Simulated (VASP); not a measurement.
# TiTe2 (P-3m1) in VASP: further runs, part 2 of 2

VASP 6.6.1.

## Step 3: Single point, PBE

This run uses another cell than the first one, of 20.63 Å³/atom, 1.074 times its volume.

File INCAR:

```
ALGO     = Normal         # electronic algorithm
EDIFF    = 1E-7           # SCF threshold, eV
ENCUT    = 520            # plane-wave cutoff, eV
GGA      = PE             # functional
ISIF     = 2              # what is computed and relaxed
ISMEAR   = -1             # smearing method
LASPH    = True           # aspherical terms in the spheres
LCHARG   = False          # write CHGCAR
LREAL    = False          # projectors in reciprocal space
LWAVE    = False          # write WAVECAR
NBANDS   = 19             # bands
NELM     = 100            # most SCF steps
PREC     = Accurate       # precision mode
SIGMA    = 0.05           # smearing width, eV
```

File KPOINTS:

```
k-points
0
Gamma
  8 8 4
```

File POSCAR:

```
TiTe2
1.0
    3.4567200808      0.0000000000      0.0000000000
   -1.7283600404      2.9936074037      0.0000000000
    0.0000000000      0.0000000000      5.9818780285
Te Ti
2 1
Direct
    0.3333333333      0.6666666667      0.7088574638
    0.6666666667      0.3333333333      0.2911425362
    0.0000000000      0.0000000000      0.0000000000
```

Potentials or basis: VASP PAW PBE potentials, release 64 (Te, Ti_sv).

Run with:

```console
$ cat potpaw_PBE.64/Te/POTCAR potpaw_PBE.64/Ti_sv/POTCAR > POTCAR
$ mpirun -np 1 vasp_std > vasp.out
```

OUTCAR:

```text
EDIFF = 1E-7
   ENCUT = 520
   GGA = PE
   ISIF = 2
   ISMEAR = -1
   LASPH = True
   LREAL = False
   NELM = 100
   PREC = Accurate

 ion  position               nearest neighbor table
   1  0.333  0.667  0.709-   3 2.65   3 2.65   3 2.65   2 3.20   2 3.20   2 3.20
   2  0.667  0.333  0.291-   3 2.65   3 2.65   3 2.65   1 3.20   1 3.20   1 3.20
   3  0.000  0.000  0.000-   1 2.65   2 2.65   1 2.65   2 2.65   2 2.65   1 2.65

  LATTYP: Found a hexagonal cell.
 ALAT       =     3.4567200808
 C/A-ratio  =     1.7305069224

  Lattice vectors:

 A1 = (   3.4567200808,   0.0000000000,   0.0000000000)
 A2 = (  -1.7283600404,   2.9936074037,   0.0000000000)
 A3 = (   0.0000000000,   0.0000000000,   5.9818780285)

Analysis of symmetry for initial positions (statically):
=====================================================================
 Subroutine PRICEL returns:
 Original cell was already a primitive cell.

 Routine SETGRP: Setting up the symmetry group for a
 hexagonal supercell.

 Subroutine GETGRP returns: Found 12 space group operations
 (whereof 12 operations were pure point group operations)
 out of a pool of 24 trial point group operations.

The static configuration has the point symmetry D_3d.

Analysis of symmetry for dynamics (positions and initial velocities):
=====================================================================
 Subroutine PRICEL returns:
 Original cell was already a primitive cell.

 Routine SETGRP: Setting up the symmetry group for a
 hexagonal supercell.

 Subroutine GETGRP returns: Found 12 space group operations
 (whereof 12 operations were pure point group operations)
 out of a pool of 24 trial point group operations.

The dynamic configuration has the point symmetry D_3d.

[... 107 lines left out ...]
   ISYM   =      2    0-nonsym 1-usesym 2-fastsym
   POTIM  = 0.5000    time-step for ionic-motion
   TEBEG  =    0.0;   TEEND  =   0.0 temperature during run
   PSTRESS=    0.0 pullay stress
   NELECT =      24.0000    total number of electrons
   NUPDOWN=      -1.0000    fix difference up-down
   EMIN   =  10.00;   EMAX   =-10.00  energy-range for DOS
   EFERMI =   0.00;   METHOD = LEGACY
   ISMEAR =    -1;   SIGMA  =   0.05  broadening in eV -4-tet -1-fermi 0-gaus
   EFERMI_NEDOS =   21; number of points for ismear=-14 and -15
   IALGO  =     38    algorithm
   IMIX   =      4    mixing-type and parameters
     AMIX     =   0.40;   BMIX     =  1.00
     AMIX_MAG =   1.60;   BMIX_MAG =  1.00
  volume/ion in A,a.u.               =      20.63       139.24
  Fermi-wavevector in a.u.,A,eV,Ry     =   1.193749  2.255859 19.388803  1.425037
  Thomas-Fermi vector in A             =   2.329756
   LORBIT       =      0    0 simple, 1 ext, 2 COOP (PROOUT), +10 PAW based schemes
   GGA     = PE    functional components
   LHFCALC =     F    Hartree Fock is set to
   AEXX    =    0.0000 exact exchange contribution
   IVDW    =     0    specifies the selected vdW correction
   LEPSILON=     F    determine dielectric tensor
   LRPA    =     F    only Hartree local field effects (RPA)
 non-spin polarized calculation
  energy-cutoff  :      520.00
  volume of cell :       61.90
 maximum number of plane-waves:      1696
 NGX is ok and might be reduce to    28
   NGX = 13   NGY = 13   NGZ = 23

 number of electron      23.9999998 magnetization

 Free energy of the ion-electron system (eV)
  ---------------------------------------------------
  ext. energy  EPLUGINS =         0.00000000
  ---------------------------------------------------
  free energy    TOTEN  =       -15.29373856 eV

  energy without entropy =      -15.28090618  energy(sigma->0) =      -15.28732237

 E-fermi :  10.4144     XC(G=0): -11.1703

 val. band max:       10.3837375695   @ k =   0.1250   0.0000   0.5000
 cond. band min:      10.4479063547   @ k =   0.2500   0.0000   0.0000
 fundamental gap:      0.0641687852
 Fermi energy:        10.4144399686

 k-point     1 :       0.0000    0.0000    0.0000
  band No.  band energies     occupation
      1     -46.4956      2.00000
      2     -22.8204      2.00000
      3     -22.7753      2.00000
      4     -22.7753      2.00000
      5      -3.9307      2.00000
      6      -1.1877      2.00000
[... 505 lines left out ...]
      6      -0.3009      2.00000
[... 11 lines left out ...]
     18      15.9003      0.00000
     19      17.0746      0.00000

 [... further k-points ...]
[... 5 lines left out ...]
  --------------------------------------------------------------------------------------
  -------------------------------------------------------------------------------------
  Total        7.6924387      7.6924387      7.6923987      0.0000000      0.0000000     -0.0000000
  in kB      199.1030978    199.1030978    199.1020624      0.0000000      0.0000000     -0.0000000
  external PRESSURE =     199.1027527 kB  Pullay stress =       0.0000000 kB

 VOLUME and BASIS-vectors are now :
 -----------------------------------------------------------------------------
  energy-cutoff  :      520.00
  volume of cell :       61.90
      direct lattice vectors                 reciprocal lattice vectors
     3.456720081  0.000000000  0.000000000     0.289291576  0.167022569  0.000000000
    -1.728360040  2.993607404  0.000000000     0.000000000  0.334045139  0.000000000
     0.000000000  0.000000000  5.981878028     0.000000000  0.000000000  0.167171580

 POSITION                                       TOTAL-FORCE (eV/Angst)
 -----------------------------------------------------------------------------------
     -0.00000      1.99574      4.24030        -0.000000     -0.000000     -0.009025
      1.72836      0.99787      1.74158         0.000000      0.000000      0.009025
      0.00000      0.00000      0.00000         0.000000      0.000000      0.000000
 -----------------------------------------------------------------------------------
    total drift:                                0.000000      0.000000     -0.000000

  FREE ENERGIE OF THE ION-ELECTRON SYSTEM (eV)
  ---------------------------------------------------
  free  energy   TOTEN  =       -15.2937385581 eV

  energy  without entropy=      -15.2809061838  energy(sigma->0) =      -15.28732237
```

OSZICAR:

```text
N       E                     dE             d eps       ncg     rms          rms(c)
DAV:   1     0.188229481919E+03    0.18823E+03   -0.11113E+04  1330   0.123E+03
DAV:   2    -0.518620412003E+00   -0.18875E+03   -0.18318E+03  1399   0.320E+02
DAV:   3    -0.159454747894E+02   -0.15427E+02   -0.15042E+02  1933   0.856E+01
DAV:   4    -0.165245140269E+02   -0.57904E+00   -0.57668E+00  1740   0.150E+01
DAV:   5    -0.165394082975E+02   -0.14894E-01   -0.14892E-01  1827   0.248E+00    0.146E+01
DAV:   6    -0.160673732950E+02    0.47204E+00   -0.13945E+01  1567   0.287E+01    0.810E+00
DAV:   7    -0.154503172344E+02    0.61706E+00   -0.95249E+00  1659   0.201E+01    0.537E+00
DAV:   8    -0.152899300264E+02    0.16039E+00   -0.90932E-01  1603   0.755E+00    0.177E+00
DAV:   9    -0.152946428527E+02   -0.47128E-02   -0.38515E-02  1899   0.128E+00    0.104E+00
DAV:  10    -0.152936901300E+02    0.95272E-03   -0.10181E-02  1505   0.918E-01    0.296E-01
DAV:  11    -0.152937450664E+02   -0.54936E-04   -0.46123E-04  1652   0.166E-01    0.131E-01
DAV:  12    -0.152937389094E+02    0.61570E-05   -0.79078E-05  1679   0.691E-02    0.520E-02
DAV:  13    -0.152937389601E+02   -0.50730E-07   -0.14884E-05  1544   0.282E-02    0.183E-02
DAV:  14    -0.152937387260E+02    0.23407E-06   -0.14986E-06  1765   0.764E-03    0.468E-03
DAV:  15    -0.152937385378E+02    0.18821E-06   -0.58237E-07  1371   0.630E-03    0.249E-03
DAV:  16    -0.152937385581E+02   -0.20270E-07   -0.48997E-08   839   0.165E-03
   1 F= -.15293739E+02 E0= -.15287322E+02  d E =-.128324E-01
```

stdout:

```text
POSCAR found type information on POSCAR TeTi
 POSCAR found :  2 types and       3 ions
 scaLAPACK will be used
 LDA part: xc-table for (Slater+PW92), standard interpolation
 POSCAR, INCAR and KPOINTS ok, starting setup
 FFT: planning ... GRIDC
 FFT: planning ... GRID_SOFT
 FFT: planning ... GRID
 WAVECAR not read
 entering main loop
```

Wall time 39 s (1 thread of Intel Xeon Platinum 8488C (Sapphire Rapids), shared host); peak memory 0.21 GiB.

Results:

| Quantity | Value |
| --- | --- |
| Free energy | -15.2937 eV |
| Pressure | 19.9 GPa |
| Largest force | 0.009 eV/Å |
| Band gap on the k mesh | zero (band 12 reaches 11.05 eV, above the bottom of band 13 at 10.05 eV) |

Forces in eV/Å, atoms in the order of the input:
```
Te   0.000  0.000 -0.009
Te   0.000  0.000  0.009
Ti   0.000  0.000  0.000
```

Levels at points of the mesh, in eV from the Fermi level:
```
           k point  band 10  band 11  band 12  band 13  band 14  band 15
(0.00, 0.00, 0.00)    -0.08     0.63     0.63     1.54     2.04     2.04
(0.50, 0.00, 0.00)    -2.92    -1.67    -1.51    -0.21     1.82     2.09
(0.00, 0.00, 0.50)    -1.30     0.60     0.60     1.10     1.10     1.60
(0.50, 0.00, 0.50)    -2.47    -0.81    -0.60     0.05     1.82     2.27
```

Caveat: spin-orbit coupling is left out, which moves the levels of the heavy elements.

## Step 4: Single point, PBE

This run uses another cell than the first one, of 22.75 Å³/atom, 1.184 times its volume.

File INCAR:

```
PREC = Accurate
ENCUT = 520
EDIFF = 1E-6
ISMEAR = -1
SIGMA = 0.05
LREAL = False
LASPH = True
NELM = 80
ALGO = Normal
ISIF = 2
LWAVE = False
LCHARG = False
GGA = PE
NBANDS = 19
```

File KPOINTS:

```
regular mesh
0
Gamma
  8 8 4
```

File POSCAR:

```
TiTe2
1.0
    3.5862301448      0.0000000000      0.0000000000
   -1.7931150724      3.1057664092      0.0000000000
    0.0000000000      0.0000000000      6.1285886248
Te Ti
2 1
Direct
    0.3333333333      0.6666666667      0.7171806888
    0.6666666667      0.3333333333      0.2828193112
    0.0000000000      0.0000000000      0.0000000000
```

Run with:

```console
$ cat potpaw_PBE.64/Te/POTCAR potpaw_PBE.64/Ti_sv/POTCAR > POTCAR
$ mpirun -np 1 vasp_std > vasp.out
```

Run time: 37 s. Hardware: 1 thread of Intel Xeon Platinum 8488C (Sapphire Rapids), shared host; peak memory 0.2 GiB.

It converged, with:

- Free energy: -15.8711 eV
- Pressure: 9.9 GPa
- Largest force: 0.012 eV/Å
- Band gap on the k mesh: zero (band 12 reaches 9.49 eV, above the bottom of band 13 at 8.64 eV)

Forces in eV/Å, atoms in the order of the input:
```
Te   0.000  0.000 -0.012
Te   0.000  0.000  0.012
Ti   0.000  0.000  0.000
```

Levels at points of the mesh, in eV from the Fermi level:
```tsv
k point	band 10	band 11	band 12	band 13	band 14	band 15
(0.00, 0.00, 0.00)	0.15	0.54	0.54	1.21	1.62	1.62
(0.50, 0.00, 0.00)	-2.70	-1.68	-1.34	-0.10	1.53	1.90
(0.00, 0.00, 0.50)	-1.42	0.52	0.52	0.93	0.93	1.35
(0.50, 0.00, 0.50)	-2.27	-0.72	-0.55	-0.21	1.52	1.93
```

Caveat: spin-orbit coupling is left out, which moves the levels of the heavy elements.

## Step 5: Single point, PBE

This run uses another cell than the first one, of 24.42 Å³/atom, 1.271 times its volume.

File INCAR:

```
PREC = Accurate ; ENCUT = 520
EDIFF = 1E-7 ; ISMEAR = -1
SIGMA = 0.05 ; LREAL = False
LASPH = True ; NELM = 80
ALGO = Normal ; ISIF = 2
LWAVE = False ; LCHARG = False
GGA = PE ; NBANDS = 19
```

KPOINTS is that of step 4.

File POSCAR:

```
TiTe2
1.0
    3.6701715566      0.0000000000      0.0000000000
   -1.8350857783      3.1784618042      0.0000000000
    0.0000000000      0.0000000000      6.2798735041
Te Ti
2 1
Direct
    0.3333333333      0.6666666667      0.7247717356
    0.6666666667      0.3333333333      0.2752282644
    0.0000000000      0.0000000000      0.0000000000
```

Run with:

```console
$ cat potpaw_PBE.64/Te/POTCAR potpaw_PBE.64/Ti_sv/POTCAR > POTCAR
$ mpirun -np 1 vasp_std > vasp.out
```

Run time: 44 s. Hardware: 1 thread of Intel Xeon Platinum 8488C (Sapphire Rapids), shared host; peak memory 0.21 GiB.

Results (log left out):

* Free energy: -16.0979 eV
* Pressure: 5.0 GPa
* Largest force: 0.010 eV/Å
* Band gap on the k mesh: zero (band 12 reaches 8.46 eV, above the bottom of band 13 at 7.60 eV)

Forces in eV/Å, atoms in the order of the input:
```
Te   0.000  0.000 -0.010
Te   0.000  0.000  0.010
Ti   0.000  0.000  0.000
```

Levels at points of the mesh, in eV from the Fermi level:
```tsv
k point	band 8	band 9	band 10	band 11	band 12	band 13	band 14	band 15	band 16	band 17
(0.00, 0.00, 0.00)	-1.60	-1.60	0.24	0.48	0.48	0.91	1.37	1.37	3.12	3.12
(0.50, 0.00, 0.00)	-4.00	-3.02	-2.56	-1.70	-1.23	-0.04	1.35	1.72	2.47	3.66
(0.00, 0.00, 0.50)	-3.14	-1.49	-1.49	0.46	0.46	0.86	0.86	1.18	3.79	3.79
(0.50, 0.00, 0.50)	-5.11	-2.62	-2.14	-0.83	-0.42	-0.38	1.35	1.71	2.58	3.84
```

Caveat: spin-orbit coupling is left out, which moves the levels of the heavy elements.

## Step 6: Single point, PBE

This run uses another cell than the first one, of 25.98 Å³/atom, 1.352 times its volume.

File INCAR:

```
  ALGO = Normal
  EDIFF = 1E-7
  ENCUT = 520
  GGA = PE
  ISIF = 2
  ISMEAR = -1
  LASPH = T
  LCHARG = F
  LREAL = F
  LWAVE = F
  NBANDS = 19
  NELM = 80
  PREC = Accurate
  SIGMA = 0.05
```

File KPOINTS:

```
k-points
0
Gamma
  8 8 4
```

File POSCAR:

```
TiTe2
1.0
    3.7349503807      0.0000000000      0.0000000000
   -1.8674751904      3.2345619116      0.0000000000
    0.0000000000      0.0000000000      6.4516873324
Te Ti
2 1
Direct
    0.3333333333      0.6666666667      0.7332750715
    0.6666666667      0.3333333333      0.2667249285
    0.0000000000      0.0000000000      0.0000000000
```

Potentials or basis: VASP PAW PBE potentials, release 64 (Te, Ti_sv).

Run with:

```console
$ cat potpaw_PBE.64/Te/POTCAR potpaw_PBE.64/Ti_sv/POTCAR > POTCAR
$ mpirun -np 1 vasp_std > vasp.out
```

Run time: 44 s. Hardware: 1 thread of Intel Xeon Platinum 8488C (Sapphire Rapids), shared host; peak memory 0.21 GiB.

The run converged. Its results:

```
Free energy            : -16.1956 eV
Pressure               : 2.0 GPa
Largest force          : 0.019 eV/Å
Band gap on the k mesh : zero (band 12 reaches 7.61 eV, above the bottom of band 13 at 6.86 eV)
```

Forces in eV/Å, atoms in the order of the input:
```
Te   0.000  0.000 -0.019
Te   0.000  0.000  0.019
Ti   0.000  0.000  0.000
```

Levels at points of the mesh, in eV from the Fermi level:
| k point | band 9 | band 10 | band 11 | band 12 | band 13 | band 14 | band 15 | band 16 |
| --- | --- | --- | --- | --- | --- | --- | --- | --- |
| (0.00, 0.00, 0.00) | -1.62 | 0.31 | 0.43 | 0.43 | 0.63 | 1.20 | 1.20 | 3.10 |
| (0.50, 0.00, 0.00) | -2.81 | -2.45 | -1.72 | -1.12 | 0.00 | 1.23 | 1.58 | 2.43 |
| (0.00, 0.00, 0.50) | -1.54 | -1.54 | 0.42 | 0.42 | 0.83 | 0.83 | 1.06 | 3.59 |
| (0.50, 0.00, 0.50) | -2.48 | -2.03 | -0.95 | -0.52 | -0.32 | 1.23 | 1.56 | 2.62 |

Caveat: spin-orbit coupling is left out, which moves the levels of the heavy elements; this functional lacks dispersion, which binds the layers, so the pressure and a relaxed spacing across them are unreliable.

## Step 7: The runs side by side

| cell | gap on the mesh (eV) | pressure (GPa) | largest force (eV/Å) |
| --- | --- | --- | --- |
| a = 3.356, b = 3.356, c = 5.912 Å, angles 90.0, 90.0, 120.0°, 3 atoms | none | 29.9 | 0.01 |
| a = 3.457, b = 3.457, c = 5.982 Å, angles 90.0, 90.0, 120.0°, 3 atoms | none | 19.9 | 0.01 |
| a = 3.586, b = 3.586, c = 6.129 Å, angles 90.0, 90.0, 120.0°, 3 atoms | none | 9.9 | 0.01 |
| a = 3.670, b = 3.670, c = 6.280 Å, angles 90.0, 90.0, 120.0°, 3 atoms | none | 5.0 | 0.01 |
| a = 3.735, b = 3.735, c = 6.452 Å, angles 90.0, 90.0, 120.0°, 3 atoms | none | 2.0 | 0.02 |

Alike in all rows: task single point; level PBE; potentials or basis VASP PAW PBE potentials, release 64 (Te, Ti_sv); no spin polarisation; k mesh 8 × 8 × 4; cutoff (eV) 520; smearing fermi-dirac 0.05 eV.

Caveats: spin-orbit coupling is left out, which moves the levels of the heavy elements; this functional lacks dispersion, which binds the layers, so the pressure and a relaxed spacing across them are unreliable (some runs).

Absolute energies hang on the potentials; compare differences alone.
